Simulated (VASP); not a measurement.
# WSe2 in VASP: notebook, part 2 of 2

VASP 6.6.1. The steps go on from the part before.

## (3) Single point, PBE+D3(BJ) (layers slid over each other)

Input file INCAR:

```
SYSTEM = WSe2
PREC = Accurate
ENCUT = 520
EDIFF = 1E-6
ISMEAR = 0
SIGMA = 0.05
LREAL = .FALSE.
LASPH = .TRUE.
NELM = 60
ALGO = Normal
ISIF = 2
LWAVE = .FALSE.
LCHARG = .FALSE.
LDIPOL = .TRUE.
IDIPOL = 3
DIPOL = 0.5 0.5 0.399
GGA = PE
IVDW = 12
NBANDS = 35
```

Input file KPOINTS:

```
Automatic mesh
0
G
  9 9 1
  0 0 0
```

Input file POSCAR:

```
WSe2
1.0
    3.2854929709      0.0000000000      0.0000000000
   -1.6427464855      2.8453203767      0.0000000000
    0.0000000000      0.0000000000     24.2386466774
Se W
4 2
Direct
    0.3333333333      0.6666666667      0.1856539294
    0.3333333333      0.6666666667      0.3246601777
    1.0000000000      0.0000000000      0.4735958856
    1.0000000000      0.0000000000      0.6126021339
    0.6666666667      0.3333333333      0.2551570536
    0.6666666667      0.3333333333      0.5430990097
```

Potentials or basis: VASP PAW PBE potentials, release 64 (Se, W_sv).

Started as:

```
> cat potpaw_PBE.64/Se/POTCAR potpaw_PBE.64/W_sv/POTCAR > POTCAR
> mpirun -np 1 vasp_std > vasp.out
```

OUTCAR:

```text
SYSTEM = WSe2
   PREC = Accurate
   ENCUT = 520
   EDIFF = 1E-6
   ISMEAR = 0
   LREAL = .FALSE.
   LASPH = .TRUE.
   NELM = 60
   ISIF = 2
   GGA = PE
   IVDW = 12
 IVDW          = 12

 ion  position               nearest neighbor table
   1  0.333  0.667  0.186-   5 2.54   5 2.54   5 2.54
   2  0.333  0.667  0.325-   5 2.54   5 2.54   5 2.54
   3  0.000  0.000  0.474-   6 2.54   6 2.54   6 2.54
   4  0.000  0.000  0.613-   6 2.54   6 2.54   6 2.54
   5  0.667  0.333  0.255-   2 2.54   2 2.54   2 2.54   1 2.54   1 2.54   1 2.54
   6  0.667  0.333  0.543-   3 2.54   3 2.54   3 2.54   4 2.54   4 2.54   4 2.54

  LATTYP: Found a hexagonal cell.
 ALAT       =     3.2854929709
 C/A-ratio  =     7.3774763459

  Lattice vectors:

 A1 = (   3.2854929709,   0.0000000000,   0.0000000000)
 A2 = (  -1.6427464855,   2.8453203767,   0.0000000000)
 A3 = (   0.0000000000,   0.0000000000,  24.2386466774)

Analysis of symmetry for initial positions (statically):
=====================================================================
 Subroutine PRICEL returns:
 Original cell was already a primitive cell.

 Routine SETGRP: Setting up the symmetry group for a
 hexagonal supercell.

 Subroutine GETGRP returns: Found 12 space group operations
 (whereof  6 operations were pure point group operations)
 out of a pool of 24 trial point group operations.

The static configuration has the point symmetry C_3v.
 The point group associated with its full space group is D_3d.

Analysis of symmetry for dynamics (positions and initial velocities):
=====================================================================
 Subroutine PRICEL returns:
 Original cell was already a primitive cell.

 Routine SETGRP: Setting up the symmetry group for a
 hexagonal supercell.

 Subroutine GETGRP returns: Found 12 space group operations
 (whereof  6 operations were pure point group operations)
 out of a pool of 24 trial point group operations.

The dynamic configuration has the point symmetry C_3v.
 The point group associated with its full space group is D_3d.
[... 123 lines left out ...]
   LEPSILON=     F    determine dielectric tensor
   LRPA    =     F    only Hartree local field effects (RPA)
 non-spin polarized calculation
 Gauss-broadening in eV      SIGMA  =   0.05
  energy-cutoff  :      520.00
  volume of cell :      226.59
 maximum number of plane-waves:      6144
   NGX = 13   NGY = 13   NGZ = 91

 dipolmoment           0.000000      0.000000      0.000067 electrons x Angstroem

 number of electron      51.9999994 magnetization

 dipolmoment           0.000000      0.000000     -0.000002 electrons x Angstroem

 Free energy of the ion-electron system (eV)
  ---------------------------------------------------
  ext. energy  EPLUGINS =         0.00000000
  ---------------------------------------------------
  free energy    TOTEN  =       -43.20787688 eV

  energy without entropy =      -43.20787688  energy(sigma->0) =      -43.20787688

 E-fermi :   1.1644     XC(G=0):  -6.2768

 val. band max:        0.8577026288   @ k =   0.3333   0.3333   0.0000
 cond. band min:       2.4389457671   @ k =   0.2222   0.1111   0.0000
 fundamental gap:      1.5812431383
 Fermi energy:         1.1643925198

 k-point     1 :       0.0000    0.0000    0.0000
  band No.  band energies     occupation
      1     -73.1811      2.00000
      2     -73.1811      2.00000
      3     -37.4269      2.00000
      4     -37.4269      2.00000
      5     -37.2927      2.00000
      6     -37.2927      2.00000
[... 445 lines left out ...]
     34       5.8401      0.00000
     35       6.1872      0.00000

------------------------ aborting loop because EDIFF is reached ----------------------------------------

 vacuum level on the upper side and lower side of the slab       (xc-potential included)        -0.173        -0.175

 Edisp (eV)   -2.30350

 E8    (eV) :    -1.0590

  FORCE on cell =-STRESS in cart. coord.  units (eV):
  Direction    XX          YY          ZZ          XY          YZ          ZX
  --------------------------------------------------------------------------------------
  -------------------------------------------------------------------------------------
  Total       0.02797     0.02797    -0.33612    -0.00000     0.00000    -0.00000
  in kB       0.19776     0.19776    -2.37666    -0.00000     0.00000    -0.00000
  external pressure =       -0.66 kB  Pullay stress =        0.00 kB

 VOLUME and BASIS-vectors are now :
 -----------------------------------------------------------------------------
  energy-cutoff  :      520.00
  volume of cell :      226.59
      direct lattice vectors                 reciprocal lattice vectors
     3.285492971  0.000000000  0.000000000     0.304368327  0.175727136  0.000000000
    -1.642746486  2.845320377  0.000000000     0.000000000  0.351454271  0.000000000
     0.000000000  0.000000000 24.238646677     0.000000000  0.000000000  0.041256429

 POSITION                                       TOTAL-FORCE (eV/Angst)
 -----------------------------------------------------------------------------------
     -0.00000      1.89688      4.50000         0.000000      0.000000     -0.040599
     -0.00000      1.89688      7.86932        -0.000000     -0.000000      0.115105
      0.00000      0.00000     11.47932         0.000000      0.000000     -0.115105
      0.00000      0.00000     14.84865        -0.000000      0.000000      0.040599
      1.64275      0.94844      6.18466        -0.000000      0.000000      0.041344
      1.64275      0.94844     13.16399         0.000000     -0.000000     -0.041344
 -----------------------------------------------------------------------------------
    total drift:                               -0.000000      0.000000      0.000044

  FREE ENERGIE OF THE ION-ELECTRON SYSTEM (eV)
  ---------------------------------------------------
  free  energy   TOTEN  =       -45.5113818057 eV

  energy  without entropy=      -45.5113818057  energy(sigma->0) =      -45.51138181

 vacuum level on the upper side and lower side of the slab         5.816         5.815
```

OSZICAR:

```text
N       E                     dE             d eps       ncg     rms          rms(c)
DAV:   1     0.466253624792E+03    0.46625E+03   -0.27231E+04   992   0.130E+03
DAV:   2    -0.133835402942E+02   -0.47964E+03   -0.46507E+03  1060   0.327E+02
DAV:   3    -0.442626410153E+02   -0.30879E+02   -0.30492E+02  1048   0.805E+01
[... 13 lines left out ...]
DAV:  17    -0.432078026449E+02   -0.34325E-04   -0.31131E-06   789   0.637E-03    0.668E-03
DAV:  18    -0.432078528808E+02   -0.50236E-04   -0.26542E-06   775   0.573E-03    0.201E-03
DAV:  19    -0.432078724505E+02   -0.19570E-04   -0.15927E-06   746   0.335E-03    0.161E-03
DAV:  20    -0.432078760831E+02   -0.36325E-05   -0.22212E-07   667   0.149E-03    0.294E-04
DAV:  21    -0.432078768766E+02   -0.79357E-06   -0.47075E-08   540   0.716E-04
   1 F= -.45511382E+02 E0= -.45511382E+02  d E =-.636320E-19
```

stdout:

```text
POSCAR found type information on POSCAR SeW
 POSCAR found :  2 types and       6 ions
 scaLAPACK will be used
 LDA part: xc-table for (Slater+PW92), standard interpolation
 POSCAR, INCAR and KPOINTS ok, starting setup
 FFT: planning ... GRIDC
 FFT: planning ... GRID_SOFT
 FFT: planning ... GRID
 WAVECAR not read
 entering main loop
```

Run time: 71 s. Hardware: 1 thread of Intel Xeon 6975P-C (Granite Rapids), shared host; peak memory 0.34 GiB.

Results:

- Free energy: -45.5114 eV
- Largest force: 0.115 eV/Å
- Band gap on the k mesh: 1.58 eV (least direct gap 1.67 eV)
- Dispersion energy per atom: -0.384 eV

Forces in eV/Å, atoms in the order of the input:
```
Se   0.000  0.000 -0.041
Se   0.000  0.000  0.115
Se   0.000  0.000 -0.115
Se   0.000  0.000  0.041
W    0.000  0.000  0.041
W    0.000  0.000 -0.041
```

Caveat: the cell differs from its parent crystal (layers slid over each other); spin-orbit coupling is left out, which moves the levels of the heavy elements.

## (4) Single point, PBE+D3(BJ) (layers slid over each other)

Input file INCAR:

```
PREC     = Accurate       # precision mode
ENCUT    = 520            # plane-wave cutoff, eV
EDIFF    = 1E-7           # SCF threshold, eV
ISMEAR   = 0              # smearing method
SIGMA    = 0.05           # smearing width, eV
LREAL    = False          # projectors in reciprocal space
LASPH    = True           # aspherical terms in the spheres
NELM     = 80             # most SCF steps
ALGO     = Normal         # electronic algorithm
ISIF     = 2              # what is computed and relaxed
LWAVE    = False          # write WAVECAR
LCHARG   = False          # write CHGCAR
LDIPOL   = True         
IDIPOL   = 3            
DIPOL    = 0.5 0.5 0.420
GGA      = PE             # functional
IVDW     = 12             # dispersion correction
NBANDS   = 35             # bands
```

Input file KPOINTS:

```
regular mesh
0
Gamma
  9 9 1
```

Input file POSCAR:

```
WSe2
1.0
    3.2854929709      0.0000000000      0.0000000000
   -1.6427464855      2.8453203767      0.0000000000
    0.0000000000      0.0000000000     24.2386466774
Se W
4 2
Direct
    0.3333333333      0.6666666667      0.1856539294
    0.3333333333      0.6666666667      0.3246601777
    1.0000000000      0.0000000000      0.5148523144
    1.0000000000      0.0000000000      0.6538585627
    0.6666666667      0.3333333333      0.2551570536
    0.6666666667      0.3333333333      0.5843554385
```

Started as:

```
> cat potpaw_PBE.64/Se/POTCAR potpaw_PBE.64/W_sv/POTCAR > POTCAR
> mpirun -np 1 vasp_std > vasp.out
```

It took 87 s on 1 thread of Intel Xeon 6975P-C (Granite Rapids), shared host; peak memory 0.35 GiB.

It converged, with:

```
Free energy                : -45.3954 eV
Largest force              : 0.113 eV/Å
Band gap on the k mesh     : 1.65 eV (least direct gap 1.67 eV)
Dispersion energy per atom : -0.362 eV
```

Forces on the atoms (eV/Å):
```
Se   0.000  0.000 -0.043
Se   0.000  0.000  0.113
Se   0.000  0.000 -0.113
Se   0.000  0.000  0.043
W    0.000  0.000  0.024
W    0.000  0.000 -0.024
```

Levels at points of the mesh, in eV from the valence-band top:
```tsv
k point	band 24	band 25	band 26	band 27	band 28	band 29
(0.00, 0.00, 0.00)	-1.17	-0.50	-0.32	2.99	2.99	2.99
```

Caveat: the cell differs from its parent crystal (layers slid over each other); spin-orbit coupling is left out, which moves the levels of the heavy elements.

## (5) Single point, PBE+D3(BJ) (layers slid over each other)

Input file INCAR:

```
PREC = Accurate
ENCUT = 520
EDIFF = 1E-6
ISMEAR = 0
SIGMA = 0.05
LREAL = False
LASPH = True
NELM = 100
ALGO = Normal
ISIF = 2
LWAVE = False
LCHARG = False
LDIPOL = True
IDIPOL = 3
DIPOL = 0.5 0.5 0.388
GGA = PE
IVDW = 12
NBANDS = 35
```

KPOINTS is that of step 4.

Input file POSCAR:

```
WSe2
1.0
    3.2854929709      0.0000000000      0.0000000000
   -1.6427464855      2.8453203767      0.0000000000
    0.0000000000      0.0000000000     24.2386466774
Se W
4 2
Direct
    0.3333333333      0.6666666667      0.1856539294
    0.3333333333      0.6666666667      0.3246601777
    0.6666666667      0.3333333333      0.4517299783
    0.6666666667      0.3333333333      0.5907362267
    0.6666666667      0.3333333333      0.2551570536
    0.3333333333      0.6666666667      0.5212331025
```

Started as:

```
> cat potpaw_PBE.64/Se/POTCAR potpaw_PBE.64/W_sv/POTCAR > POTCAR
> mpirun -np 1 vasp_std > vasp.out
```

Wall time 84 s (1 thread of Intel Xeon 6975P-C (Granite Rapids), shared host); peak memory 0.35 GiB.

Results (log left out):

| Item | Value |
| --- | --- |
| Free energy | -45.5784 eV |
| Largest force | 0.043 eV/Å |
| Band gap on the k mesh | 1.40 eV (least direct gap 1.61 eV) |
| Dispersion energy per atom | -0.402 eV |

Forces in eV/Å, atoms in the order of the input:
```
Se   0.000  0.000 -0.033
Se   0.000  0.000  0.043
Se   0.000  0.000 -0.043
Se   0.000  0.000  0.033
W    0.000  0.000  0.014
W    0.000  0.000 -0.014
```

Levels at points of the mesh, in eV from the valence-band top:
```
           k point  band 24  band 25  band 26  band 27  band 28  band 29
(0.00, 0.00, 0.00)    -1.27    -0.70     0.00     2.83     2.83     2.88
```

Caveat: the cell differs from its parent crystal (layers slid over each other); spin-orbit coupling is left out, which moves the levels of the heavy elements.

## (6) Single point, PBE+D3(BJ) (layers slid over each other)

Edit INCAR of step 5 so:

```diff
@@ -7,3 +7,3 @@
 LASPH = True
-NELM = 100
+NELM = 80
 ALGO = Normal
@@ -14,3 +14,3 @@
 IDIPOL = 3
-DIPOL = 0.5 0.5 0.388
+DIPOL = 0.5 0.5 0.399
 GGA = PE
```

KPOINTS is that of step 5.

Input file POSCAR:

```
WSe2
1.0
    3.2854929709      0.0000000000      0.0000000000
   -1.6427464855      2.8453203767      0.0000000000
    0.0000000000      0.0000000000     24.2386466774
Se W
4 2
Direct
    0.3333333333      0.6666666667      0.1856539294
    0.3333333333      0.6666666667      0.3246601777
    0.6666666667      0.3333333333      0.4735958856
    0.6666666667      0.3333333333      0.6126021339
    0.6666666667      0.3333333333      0.2551570536
    0.3333333333      0.6666666667      0.5430990097
```

Potentials or basis: VASP PAW PBE potentials, release 64 (Se, W_sv).

Started as:

```
> cat potpaw_PBE.64/Se/POTCAR potpaw_PBE.64/W_sv/POTCAR > POTCAR
> mpirun -np 1 vasp_std > vasp.out
```

It took 73 s on 1 thread of Intel Xeon 6975P-C (Granite Rapids), shared host; peak memory 0.35 GiB.

The run converged. Its results:

```yaml
Free_energy: -45.5226 eV
Largest_force: 0.145 eV/Å
Band_gap_on_the_k_mesh: 1.54 eV (least direct gap 1.64 eV)
Dispersion_energy_per_atom: -0.384 eV
```

Forces on the atoms (eV/Å):
```
Se   0.000  0.000 -0.038
Se   0.000  0.000  0.145
Se   0.000  0.000 -0.145
Se   0.000  0.000  0.038
W    0.000  0.000  0.036
W    0.000  0.000 -0.036
```

Levels at points of the mesh, in eV from the valence-band top:
```
           k point  band 24  band 25  band 26  band 27  band 28  band 29
(0.00, 0.00, 0.00)    -1.19    -0.60    -0.16     2.96     2.96     2.97
```

Caveat: the cell differs from its parent crystal (layers slid over each other); spin-orbit coupling is left out, which moves the levels of the heavy elements.

## (7) Single point, PBE+D3(BJ) (layers slid over each other)

Input file INCAR:

```
PREC = Accurate
ENCUT = 520
EDIFF = 1E-7
ISMEAR = 0
SIGMA = 0.05
LREAL = F
LASPH = T
NELM = 100
ALGO = Normal
ISIF = 2
LWAVE = F
LCHARG = F
LDIPOL = T
IDIPOL = 3
DIPOL = 0.5 0.5 0.420
GGA = PE
IVDW = 12
NBANDS = 35
```

Input file KPOINTS:

```
Automatic mesh
0
Gamma
  9 9 1
```

Input file POSCAR:

```
WSe2
1.0
    3.2854929709      0.0000000000      0.0000000000
   -1.6427464855      2.8453203767      0.0000000000
    0.0000000000      0.0000000000     24.2386466774
Se W
4 2
Direct
    0.3333333333      0.6666666667      0.1856539294
    0.3333333333      0.6666666667      0.3246601777
    0.6666666667      0.3333333333      0.5148523144
    0.6666666667      0.3333333333      0.6538585627
    0.6666666667      0.3333333333      0.2551570536
    0.3333333333      0.6666666667      0.5843554385
```

Potentials or basis: VASP PAW PBE potentials, release 64 (Se, W_sv).

Started as:

```
> cat potpaw_PBE.64/Se/POTCAR potpaw_PBE.64/W_sv/POTCAR > POTCAR
> mpirun -np 1 vasp_std > vasp.out
```

OUTCAR:

```text
PREC = Accurate
   ENCUT = 520
   EDIFF = 1E-7
   ISMEAR = 0
   LREAL = F
   LASPH = T
   NELM = 100
   ISIF = 2
   GGA = PE
   IVDW = 12
 IVDW          = 12

 ion  position               nearest neighbor table
   1  0.333  0.667  0.186-   5 2.54   5 2.54   5 2.54
   2  0.333  0.667  0.325-   5 2.54   5 2.54   5 2.54
   3  0.667  0.333  0.515-   6 2.54   6 2.54   6 2.54
   4  0.667  0.333  0.654-   6 2.54   6 2.54   6 2.54
   5  0.667  0.333  0.255-   2 2.54   2 2.54   2 2.54   1 2.54   1 2.54   1 2.54
   6  0.333  0.667  0.584-   3 2.54   3 2.54   3 2.54   4 2.54   4 2.54   4 2.54

  LATTYP: Found a hexagonal cell.
 ALAT       =     3.2854929709
 C/A-ratio  =     7.3774763459

  Lattice vectors:

 A1 = (   3.2854929709,   0.0000000000,   0.0000000000)
 A2 = (  -1.6427464855,   2.8453203767,   0.0000000000)
 A3 = (   0.0000000000,   0.0000000000,  24.2386466774)

Analysis of symmetry for initial positions (statically):
=====================================================================
 Subroutine PRICEL returns:
 Original cell was already a primitive cell.

[... 179 lines left out ...]
      1     -73.1820      2.00000
      2     -73.1819      2.00000
      3     -37.4271      2.00000
      4     -37.4271      2.00000
      5     -37.2935      2.00000
      6     -37.2935      2.00000
[... 445 lines left out ...]
     34       5.8414      0.00000
     35       6.6209      0.00000

------------------------ aborting loop because EDIFF is reached ----------------------------------------

 vacuum level on the upper side and lower side of the slab       (xc-potential included)        -0.114        -0.115

 Edisp (eV)   -2.16922

 E8    (eV) :    -1.0013

  FORCE on cell =-STRESS in cart. coord.  units (eV):
  Direction    XX          YY          ZZ          XY          YZ          ZX
  --------------------------------------------------------------------------------------
  -------------------------------------------------------------------------------------
  Total       0.06662     0.06662    -0.29031    -0.00000     0.00000     0.00000
  in kB       0.47108     0.47108    -2.05272    -0.00000     0.00000     0.00000
  external pressure =       -0.37 kB  Pullay stress =        0.00 kB

 VOLUME and BASIS-vectors are now :
 -----------------------------------------------------------------------------
  energy-cutoff  :      520.00
  volume of cell :      226.59
      direct lattice vectors                 reciprocal lattice vectors
     3.285492971  0.000000000  0.000000000     0.304368327  0.175727136  0.000000000
    -1.642746486  2.845320377  0.000000000     0.000000000  0.351454271  0.000000000
     0.000000000  0.000000000 24.238646677     0.000000000  0.000000000  0.041256429

 POSITION                                       TOTAL-FORCE (eV/Angst)
 -----------------------------------------------------------------------------------
     -0.00000      1.89688      4.50000         0.000000     -0.000000     -0.043144
     -0.00000      1.89688      7.86932         0.000000     -0.000000      0.115374
      1.64275      0.94844     12.47932        -0.000000      0.000000     -0.115374
      1.64275      0.94844     15.84865         0.000000     -0.000000      0.043144
      1.64275      0.94844      6.18466        -0.000000     -0.000000      0.023473
     -0.00000      1.89688     14.16399         0.000000     -0.000000     -0.023473
 -----------------------------------------------------------------------------------
    total drift:                               -0.000000      0.000000      0.000119

  FREE ENERGIE OF THE ION-ELECTRON SYSTEM (eV)
  ---------------------------------------------------
  free  energy   TOTEN  =       -45.3960934630 eV

  energy  without entropy=      -45.3960934630  energy(sigma->0) =      -45.39609346

 vacuum level on the upper side and lower side of the slab         5.825         5.826
```

stdout:

```text
POSCAR found type information on POSCAR SeW
 POSCAR found :  2 types and       6 ions
 scaLAPACK will be used
 LDA part: xc-table for (Slater+PW92), standard interpolation
 POSCAR, INCAR and KPOINTS ok, starting setup
 FFT: planning ... GRIDC
 FFT: planning ... GRID_SOFT
 FFT: planning ... GRID
 WAVECAR not read
 entering main loop
```

It took 77 s on 1 thread of Intel Xeon 6975P-C (Granite Rapids), shared host; peak memory 0.35 GiB.

What came out:

```
Free energy                : -45.3961 eV
Largest force              : 0.115 eV/Å
Band gap on the k mesh     : 1.65 eV (least direct gap 1.66 eV)
Dispersion energy per atom : -0.362 eV
```

Forces in eV/Å, atoms in the order of the input:
```
Se   0.000  0.000 -0.043
Se   0.000  0.000  0.115
Se   0.000  0.000 -0.115
Se   0.000  0.000  0.043
W    0.000  0.000  0.023
W    0.000  0.000 -0.023
```

Levels at points of the mesh, in eV from the valence-band top:
```tsv
k point	band 23	band 24	band 25	band 26	band 27	band 28	band 29	band 30
(0.00, 0.00, 0.00)	-1.17	-1.17	-0.51	-0.33	2.99	2.99	2.99	2.99
```

Caveat: the cell differs from its parent crystal (layers slid over each other); spin-orbit coupling is left out, which moves the levels of the heavy elements.

## (8) The runs side by side

```tsv
cell	gap on the mesh (eV)	largest force (eV/Å)
as given, atomic positions A	1.42	0.05
as given, atomic positions B	1.58	0.12
as given, atomic positions C	1.65	0.11
as given, atomic positions D	1.40	0.04
as given, atomic positions E	1.54	0.14
as given, atomic positions F	1.65	0.12
```

Alike in all rows: task single point; level PBE+D3(BJ); potentials or basis VASP PAW PBE potentials, release 64 (Se, W_sv); no spin polarisation; k mesh 9 × 9 × 1; cutoff (eV) 520; smearing gaussian 0.05 eV.

Caveats: spin-orbit coupling is left out, which moves the levels of the heavy elements.

Absolute energies hang on the potentials; compare differences alone.
